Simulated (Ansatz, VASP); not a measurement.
Two plane-wave programs on Ta

The input INCAR:

```
SYSTEM = Ta
ALGO = Fast ; EDIFF = 1E-7
ENCUT = 520 ; GGA = PE
ISIF = 2 ; ISMEAR = 0
LASPH = .True. ; LCHARG = .False.
LREAL = .False. ; LWAVE = .False.
NBANDS = 18 ; NELM = 100
PREC = Accurate ; SIGMA = 0.1
```

File KPOINTS:

```
k-points
0
Gamma
  16 16 16
  0 0 0
```

POSCAR

```
Ta
1.0
    3.3854436390      0.0000000000      0.0000000000
    0.0000000000      3.2952743658      0.0000000000
    0.0000000000      0.0000000000      3.2952743658
Ta
2
Direct
    0.0000000000      0.0000000000      0.0000000000
    0.5000000000      0.5000000000      0.5000000000
```

Input for Ansatz:

```yaml
crystal:
  lattice:
    - [3.385443639, 0.0, 0.0]
    - [0.0, 3.2952743658, 0.0]
    - [0.0, 0.0, 3.2952743658]
  atoms:
    - { symbol: Ta, position: [0.0, 0.0, 0.0] }
    - { symbol: Ta, position: [0.5, 0.5, 0.5] }
kpoints:
  mp_grid: { grid: [16, 16, 16] }
hamiltonian:
  xc: pbe
  pseudopotentials: { kind: nc, accuracy: standard }
scf:
  occupations: { method: gaussian, width: 0.1 }
output:
  forces: true
  eigenvalues: true
  stress: true
```

Alike in both runs: task single point; functional PBE; k mesh 16 × 16 × 16; occupations gaussian, width 0.1 eV; no spin polarisation.

|  | VASP | Ansatz |
| --- | --- | --- |
| version | VASP 6.6.1 | Ansatz 0.2.0 |
| potentials or method | VASP PAW PBE potentials, release 64 (Ta_pv) | scalar-relativistic, plane waves, norm-conserving potentials |
| plane-wave cutoff (eV) | 520 | 789 |
| valence electrons in the cell | 22 | 26 |

Ansatz gave:

| Item | Value |
| --- | --- |
| gap on the k mesh at the Fermi level (eV) | none |
| pressure (GPa) | -0.9 |
| traceless stress, the component that is largest in VASP (GPa) | -1.73 |

Estimate VASP's values.

gap on the k mesh at the Fermi level (eV): none; pressure (GPa): -0.8; traceless stress, the component that is largest in VASP (GPa): -1.75.

A gap of «none» marks a metal or a gap that the smearing closes. With one functional, cell and mesh, what is left measures potentials, basis and numerics. VASP's potentials hold 22 valence electrons a cell and Ansatz's 26, so a difference there can come from the potentials and not from the codes.

Spin-orbit coupling is off throughout.
